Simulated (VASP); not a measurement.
# SrTiO3 (Pm-3m) in VASP: notebook

SrTiO3 is run at these levels: PBE+U; tasks: single point.

All numbers are computed with VASP 6.6.1; they aren't measurements. Logs are shortened: lines on timing, memory, paths and dates and some standing lists are left out, and cuts for length are marked.

## Step 1: The cell of the first run

Symmetry: Pm-3m, No. 221, cubic system. The conventional cell has a = 3.891 Å, b = 3.891 Å, c = 3.891 Å, α = 90.00°, β = 90.00°, γ = 90.00°. Sr (site symmetry m-3m) has 12 O at 2.75 Å and 8 Ti at 3.37 Å within 3.6 Å. Within 2.6 Å of Ti (site symmetry m-3m) lie 6 O at 1.95 Å. Within 2.6 Å of O (site symmetry 4/mmm) lie 2 Ti at 1.95 Å.

## Step 2: Single point, PBE+U

The input, INCAR:

```
ALGO = Normal ; EDIFF = 1E-6
ENCUT = 910 ; GGA = PE
GGA_COMPAT = False ; ISIF = 2
ISMEAR = 0 ; LASPH = True
LCHARG = False ; LDAU = True
LDAUJ = 0 0 0 ; LDAUL = -1 2 -1
LDAUPRINT = 1 ; LDAUTYPE = 2
LDAUU = 0 4 0 ; LMAXMIX = 4
LREAL = False ; LWAVE = False
NBANDS = 28 ; NELM = 200
PREC = Accurate ; SIGMA = 0.02
```

The input, KPOINTS:

```
k-points
0
Gamma
  8 8 8
```

The input, POSCAR:

```
SrTiO3
1.0
    3.8906637512      0.0000000000      0.0000000000
    0.0000000000      3.8906637512      0.0000000000
    0.0000000000      0.0000000000      3.8906637512
Sr Ti O
1 1 3
Direct
    0.0000000000      0.0000000000      0.0000000000
    0.5000000000      0.5000000000      0.5000000000
    0.5000000000      0.0000000000      0.5000000000
    0.5000000000      0.5000000000      0.0000000000
    0.0000000000      0.5000000000      0.5000000000
```

Potentials or basis: VASP PAW PBE potentials, release 64 (Sr_sv, Ti_sv, O_h).

The run is started by

```console
$ cat potpaw_PBE.64/Sr_sv/POTCAR potpaw_PBE.64/Ti_sv/POTCAR potpaw_PBE.64/O_h/POTCAR > POTCAR
$ mpirun -np 1 vasp_std > vasp.out
```

OUTCAR:

```text
EDIFF = 1E-6
   ENCUT = 910
   GGA = PE
   ISIF = 2
   ISMEAR = 0
   LASPH = True
   LREAL = False
   NELM = 200
   PREC = Accurate

 ion  position               nearest neighbor table
   1  0.000  0.000  0.000-   3 2.75   4 2.75   5 2.75   3 2.75   5 2.75   4 2.75   5 2.75   5 2.75
                             3 2.75   4 2.75   3 2.75   4 2.75   2 3.37   2 3.37   2 3.37   2 3.37
   2  0.500  0.500  0.500-   3 1.95   4 1.95   5 1.95   4 1.95   3 1.95   5 1.95   1 3.37   1 3.37
                             1 3.37   1 3.37   1 3.37   1 3.37   1 3.37   1 3.37
   3  0.500  0.000  0.500-   2 1.95   2 1.95   1 2.75   1 2.75   1 2.75   1 2.75
   4  0.500  0.500  0.000-   2 1.95   2 1.95   1 2.75   1 2.75   1 2.75   1 2.75
   5  0.000  0.500  0.500-   2 1.95   2 1.95   1 2.75   1 2.75   1 2.75   1 2.75

  LATTYP: Found a simple cubic cell.
 ALAT       =     3.8906637512

  Lattice vectors:

 A1 = (   3.8906637512,   0.0000000000,   0.0000000000)
 A2 = (   0.0000000000,   3.8906637512,   0.0000000000)
 A3 = (   0.0000000000,   0.0000000000,   3.8906637512)

Analysis of symmetry for initial positions (statically):
=====================================================================
 Subroutine PRICEL returns:
 Original cell was already a primitive cell.

 Routine SETGRP: Setting up the symmetry group for a
 simple cubic supercell.

 Subroutine GETGRP returns: Found 48 space group operations
 (whereof 48 operations were pure point group operations)
 out of a pool of 48 trial point group operations.

The static configuration has the point symmetry O_h .

Analysis of symmetry for dynamics (positions and initial velocities):
=====================================================================
 Subroutine PRICEL returns:
 Original cell was already a primitive cell.

 Routine SETGRP: Setting up the symmetry group for a
 simple cubic supercell.

 Subroutine GETGRP returns: Found 48 space group operations
 (whereof 48 operations were pure point group operations)
 out of a pool of 48 trial point group operations.

The dynamic configuration has the point symmetry O_h .

 Subroutine INISYM returns: Found 48 space group operations
 (whereof 48 operations are pure point group operations),
 and found     1 'primitive' translations

----------------------------------------------------------------------------------------

                                     Primitive cell

  volume of cell :      58.8940

  direct lattice vectors                    reciprocal lattice vectors
     3.890663751  0.000000000  0.000000000     0.257025552  0.000000000  0.000000000
     0.000000000  3.890663751  0.000000000     0.000000000  0.257025552  0.000000000
     0.000000000  0.000000000  3.890663751     0.000000000  0.000000000  0.257025552

  length of vectors
     3.890663751  3.890663751  3.890663751     0.257025552  0.257025552  0.257025552

  position of ions in fractional coordinates (direct lattice)
     0.000000000  0.000000000  0.000000000
     0.500000000  0.500000000  0.500000000
     0.500000000  0.000000000  0.500000000
     0.500000000  0.500000000  0.000000000
     0.000000000  0.500000000  0.500000000

  ion indices of the primitive-cell ions
   primitive index   ion index
                 1           1
                 2           2
                 3           3
                 4           4
                 5           5

----------------------------------------------------------------------------------------

 KPOINTS: k-points

Automatic generation of k-mesh.
 Grid dimensions read from file:
 generate k-points for:    8    8    8

 Generating k-lattice:

  Cartesian coordinates                     Fractional coordinates (reciprocal lattice)
[... 54 lines left out ...]
   ISPIN  =      1    spin polarized calculation?
   LNONCOLLINEAR =      F non collinear calculations
   LSORBIT =      F    spin-orbit coupling
   LASPH  =      T    aspherical Exc in radial PAW
   ENCUT  =  910.0 eV  66.88 Ry    8.18 a.u.   9.57  9.57  9.57*2*pi/ulx,y,z
   NELM   =    200;   NELMIN=  2; NELMDL= -5     # of ELM steps
   EDIFF  = 0.1E-05   stopping-criterion for ELM
   LREAL  =      F    real-space projection
   EDIFFG = 0.1E-04   stopping-criterion for IOM
   NSW    =      0    number of steps for IOM
   IBRION =     -1    ionic relax: 0-MD 1-quasi-New 2-CG
   NFREE  =      0    steps in history (QN), initial steepest desc. (CG)
   ISIF   =      2    stress and relaxation
   ISYM   =      2    0-nonsym 1-usesym 2-fastsym
   POTIM  = 0.5000    time-step for ionic-motion
   TEBEG  =    0.0;   TEEND  =   0.0 temperature during run
   PSTRESS=    0.0 pullay stress
   NELECT =      40.0000    total number of electrons
   NUPDOWN=      -1.0000    fix difference up-down
   EMIN   =  10.00;   EMAX   =-10.00  energy-range for DOS
   EFERMI =   0.00;   METHOD = LEGACY
   ISMEAR =     0;   SIGMA  =   0.02  broadening in eV -4-tet -1-fermi 0-gaus
   EFERMI_NEDOS =   21; number of points for ismear=-14 and -15
   IALGO  =     38    algorithm
   IMIX   =      4    mixing-type and parameters
     AMIX     =   0.40;   BMIX     =  1.00
     AMIX_MAG =   1.60;   BMIX_MAG =  1.00
  volume/ion in A,a.u.               =      11.78        79.49
  Fermi-wavevector in a.u.,A,eV,Ry     =   1.439034  2.719380 28.175211  2.070820
  Thomas-Fermi vector in A             =   2.557935
   LORBIT       =      0    0 simple, 1 ext, 2 COOP (PROOUT), +10 PAW based schemes
 LDA+U is selected, type is set to LDAUTYPE =  2
   angular momentum for each species LDAUL =    -1    2   -1
   U (eV)           for each species LDAUU =   0.0  4.0  0.0
   J (eV)           for each species LDAUJ =   0.0  0.0  0.0
   GGA     = PE    functional components
   LHFCALC =     F    Hartree Fock is set to
   AEXX    =    0.0000 exact exchange contribution
   IVDW    =     0    specifies the selected vdW correction
   LEPSILON=     F    determine dielectric tensor
   LRPA    =     F    only Hartree local field effects (RPA)
 non-spin polarized calculation
 Gauss-broadening in eV      SIGMA  =   0.02
  energy-cutoff  :      910.00
  volume of cell :       58.89
 maximum number of plane-waves:      3743
 NGX is ok and might be reduce to    40
   NGX = 19   NGY = 19   NGZ = 19

atom =   2  type =  2  l = 2

 onsite density matrix

spin component  1

  0.1043  0.0000  0.0000  0.0000 -0.0000
  0.0000  0.1043 -0.0000  0.0000 -0.0000
  0.0000 -0.0000  0.2580 -0.0000 -0.0000
  0.0000  0.0000 -0.0000  0.1043  0.0000
 -0.0000 -0.0000 -0.0000  0.0000  0.2580

spin component  2

  0.1043  0.0000  0.0000  0.0000 -0.0000
  0.0000  0.1043 -0.0000  0.0000 -0.0000
  0.0000 -0.0000  0.2580 -0.0000 -0.0000
  0.0000  0.0000 -0.0000  0.1043  0.0000
 -0.0000 -0.0000 -0.0000  0.0000  0.2580

 occupancies and eigenvectors

  o =  0.1043  v =  0.0000  0.9308  0.0000 -0.3654 -0.0000  0.0000  0.0000  0.0000  0.0000  0.0000      0.0000  0.0000  0.0000  0.0000  0.0000  0.0000  0.0000  0.0000  0.0000  0.0000
  o =  0.1043  v =  0.0000  0.0000  0.0000  0.0000  0.0000  0.0000  0.9308  0.0000 -0.3654 -0.0000      0.0000  0.0000  0.0000  0.0000  0.0000  0.0000  0.0000  0.0000  0.0000  0.0000
  o =  0.1043  v =  0.0000 -0.3654 -0.0000 -0.9308  0.0000  0.0000  0.0000  0.0000  0.0000  0.0000      0.0000  0.0000  0.0000  0.0000  0.0000  0.0000  0.0000  0.0000  0.0000  0.0000
  o =  0.1043  v =  0.0000  0.0000  0.0000  0.0000  0.0000  0.0000 -0.3654 -0.0000 -0.9308  0.0000      0.0000  0.0000  0.0000  0.0000  0.0000  0.0000  0.0000  0.0000  0.0000  0.0000
  o =  0.1043  v =  1.0000  0.0000  0.0000  0.0000  0.0000  0.0000  0.0000  0.0000  0.0000  0.0000      0.0000  0.0000  0.0000  0.0000  0.0000  0.0000  0.0000  0.0000  0.0000  0.0000
  o =  0.1043  v =  0.0000  0.0000  0.0000  0.0000  0.0000  1.0000  0.0000  0.0000  0.0000  0.0000      0.0000  0.0000  0.0000  0.0000  0.0000  0.0000  0.0000  0.0000  0.0000  0.0000
  o =  0.2580  v =  0.0000  0.0000  0.0000  0.0000  0.0000  0.0000 -0.0000  0.0410 -0.0000 -0.9992      0.0000  0.0000  0.0000  0.0000  0.0000  0.0000  0.0000  0.0000  0.0000  0.0000
  o =  0.2580  v =  0.0000 -0.0000  0.0410 -0.0000 -0.9992  0.0000  0.0000  0.0000  0.0000  0.0000      0.0000  0.0000  0.0000  0.0000  0.0000  0.0000  0.0000  0.0000  0.0000  0.0000
  o =  0.2580  v =  0.0000  0.0000  0.0000  0.0000  0.0000  0.0000  0.0000 -0.9992  0.0000 -0.0410      0.0000  0.0000  0.0000  0.0000  0.0000  0.0000  0.0000  0.0000  0.0000  0.0000
  o =  0.2580  v =  0.0000  0.0000 -0.9992  0.0000 -0.0410  0.0000  0.0000  0.0000  0.0000  0.0000      0.0000  0.0000  0.0000  0.0000  0.0000  0.0000  0.0000  0.0000  0.0000  0.0000

 number of electron      40.0000007 magnetization

 Free energy of the ion-electron system (eV)
  ---------------------------------------------------
  ext. energy  EPLUGINS =         0.00000000
  ---------------------------------------------------
  free energy    TOTEN  =       -37.31673338 eV

  energy without entropy =      -37.31673338  energy(sigma->0) =      -37.31673338

 E-fermi :   5.0320     XC(G=0): -11.3406

 val. band max:        4.7777158747   @ k =   0.5000   0.5000   0.5000
 cond. band min:       7.1896354109   @ k =   0.0000   0.0000   0.0000
 fundamental gap:      2.4119195362
 Fermi energy:         5.0320192664

 k-point     1 :       0.0000    0.0000    0.0000
  band No.  band energies     occupation
      1     -52.6556      2.00000
      2     -28.8601      2.00000
      3     -28.8601      2.00000
      4     -28.8601      2.00000
      5     -27.9718      2.00000
      6     -12.7538      2.00000
[... 733 lines left out ...]
     27      13.0792      0.00000
     28      13.5776      0.00000

 [... further k-points ...]

------------------------ aborting loop because EDIFF is reached ----------------------------------------

  FORCE on cell =-STRESS in cart. coord.  units (eV):
  Direction    XX          YY          ZZ          XY          YZ          ZX
  --------------------------------------------------------------------------------------
  -------------------------------------------------------------------------------------
  Total        3.9964871      3.9964871      3.9964871      0.0000000     -0.0000000      0.0000000
  in kB      108.7221171    108.7221171    108.7221171      0.0000000     -0.0000000      0.0000000
  external PRESSURE =     108.7221171 kB  Pullay stress =       0.0000000 kB

 VOLUME and BASIS-vectors are now :
 -----------------------------------------------------------------------------
  energy-cutoff  :      910.00
  volume of cell :       58.89
      direct lattice vectors                 reciprocal lattice vectors
     3.890663751  0.000000000  0.000000000     0.257025552  0.000000000  0.000000000
     0.000000000  3.890663751  0.000000000     0.000000000  0.257025552  0.000000000
     0.000000000  0.000000000  3.890663751     0.000000000  0.000000000  0.257025552

 POSITION                                       TOTAL-FORCE (eV/Angst)
 -----------------------------------------------------------------------------------
      0.00000      0.00000      0.00000         0.000000      0.000000      0.000000
      1.94533      1.94533      1.94533         0.000000      0.000000      0.000000
      1.94533      0.00000      1.94533         0.000000      0.000000      0.000000
      1.94533      1.94533      0.00000         0.000000      0.000000      0.000000
      0.00000      1.94533      1.94533         0.000000      0.000000      0.000000
 -----------------------------------------------------------------------------------
    total drift:                                0.000000      0.000000     -0.000000

  FREE ENERGIE OF THE ION-ELECTRON SYSTEM (eV)
  ---------------------------------------------------
  free  energy   TOTEN  =       -37.3167333820 eV

  energy  without entropy=      -37.3167333820  energy(sigma->0) =      -37.31673338
```

It took 85 s on 1 thread of AMD EPYC 9R45 (Zen 5), shared host; peak memory 0.3 GiB.

What came out:

```yaml
Free_energy: -37.3167 eV
Pressure: 10.9 GPa
Band_gap_on_the_k_mesh: 2.41 eV (least direct gap 2.82 eV)
```

Levels at points of the mesh, in eV from the valence-band top:
```csv
k point,band 16,band 17,band 18,band 19,band 20,band 21,band 22,band 23,band 24,band 25
"(0.00, 0.00, 0.00)",-1.20,-1.20,-0.41,-0.41,-0.41,2.41,2.41,2.41,4.41,4.41
"(0.50, 0.00, 0.00)",-2.28,-2.28,-2.04,-0.80,-0.80,2.62,4.33,4.33,4.43,6.59
"(0.50, 0.50, 0.00)",-2.81,-1.87,-1.60,-1.60,-0.10,4.35,4.35,4.82,5.37,7.92
"(0.50, 0.50, 0.50)",-3.67,-3.67,0.00,0.00,0.00,5.05,5.05,5.05,6.93,6.93
```

Eigenvalues of the final occupation matrices:
```csv
site,spin,trace,eigenvalues
site 2 d,1,0.83,0.10 0.10 0.10 0.26 0.26
site 2 d,2,0.83,0.10 0.10 0.10 0.26 0.26
```

Caveat: the cutoff is under 1.25 times the usual one of these potentials, so pressure, stress and relaxed cells hold a basis-set (Pulay) error; the cell stands under pressure. A k mesh can miss the band edges.

## Step 3: Single point, PBE+U

This run uses another cell than the first one, of 12.30 Å³/atom.

The input, INCAR:

```
SYSTEM = SrTiO3
PREC = Accurate
ENCUT = 910
EDIFF = 1E-6
ISMEAR = 0
SIGMA = 0.02
LREAL = .False.
LASPH = .True.
NELM = 200
ALGO = Normal
ISIF = 2
LWAVE = .False.
LCHARG = .True.
LMAXMIX = 4
LDAU = .True.
LDAUTYPE = 2
LDAUL = -1 2 -1
LDAUU = 0 4 0
LDAUJ = 0 0 0
LDAUPRINT = 1
GGA = PE
LELF = .True.
LVHAR = .True.
NBANDS = 28
GGA_COMPAT = .False.
```

The input, KPOINTS:

```
Automatic mesh
0
Gamma
  8 8 8
  0 0 0
```

POSCAR, as its differences from that of step 2:

```diff
@@ -2,5 +2,5 @@
 1.0
-    3.8906637512      0.0000000000      0.0000000000
-    0.0000000000      3.8906637512      0.0000000000
-    0.0000000000      0.0000000000      3.8906637512
+    3.9471298222      0.0000000000      0.0000000000
+    0.0000000000      3.9471298222      0.0000000000
+    0.0000000000      0.0000000000      3.9471298222
 Sr Ti O
```

Potentials or basis: VASP PAW PBE potentials, release 64 (Sr_sv, Ti_sv, O_h).

The run is started by

```console
$ cat potpaw_PBE.64/Sr_sv/POTCAR potpaw_PBE.64/Ti_sv/POTCAR potpaw_PBE.64/O_h/POTCAR > POTCAR
$ mpirun -np 1 vasp_std > vasp.out
```

Wall time 2.4 min (1 thread of Intel Xeon Platinum 8488C (Sapphire Rapids), shared host); peak memory 0.34 GiB.

Results (log left out):

```
Free energy            : -37.4286 eV
Pressure               : 2.4 GPa
Band gap on the k mesh : 2.31 eV (least direct gap 2.74 eV)
```

Levels at points of the mesh, in eV from the valence-band top:
| k point | band 18 | band 19 | band 20 | band 21 | band 22 | band 23 |
| --- | --- | --- | --- | --- | --- | --- |
| (0.00, 0.00, 0.00) | -0.43 | -0.43 | -0.43 | 2.31 | 2.31 | 2.31 |
| (0.50, 0.00, 0.00) | -1.91 | -0.80 | -0.80 | 2.50 | 4.09 | 4.09 |
| (0.50, 0.50, 0.00) | -1.56 | -1.56 | -0.09 | 4.10 | 4.10 | 4.56 |
| (0.50, 0.50, 0.50) | 0.00 | 0.00 | 0.00 | 4.76 | 4.76 | 4.76 |

Eigenvalues of the final occupation matrices:
```
    site  spin  trace               eigenvalues
site 2 d     1   0.80  0.10 0.10 0.10 0.25 0.25
site 2 d     2   0.80  0.10 0.10 0.10 0.25 0.25
```

Caveat: the cutoff is under 1.25 times the usual one of these potentials, so pressure, stress and relaxed cells hold a basis-set (Pulay) error. A k mesh can miss the band edges.

[end of part 1 of 2]
